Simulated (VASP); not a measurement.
The system is Ge.

```
Ge
1.0
     0.00000    2.82868    2.82868
     2.82868    0.00000    2.82868
     2.82868    2.82868    0.00000
Ge
2
Direct
  0.00000 0.00000 0.00000
  0.25000 0.25000 0.25000
```

Base run:

* Program: VASP 6.6.1
* Functional: PBE
* Potentials or basis: VASP PAW PBE potentials, release 64 (Ge_d)
* Cutoff: 520 eV
* k mesh: 14 × 14 × 14
* Occupations: fermi-dirac, width 0.05 eV
* Spin: no spin polarisation

Its results: pressure 3.6 GPa.

Problem. The run is repeated on the same cell with these changes: functional from PBE to r2SCAN. What comes out?

Solution. Pressure 0.7 GPa.

Caveats: the PAW data sets were made with another functional, which shifts forces and pressure a little (some runs).
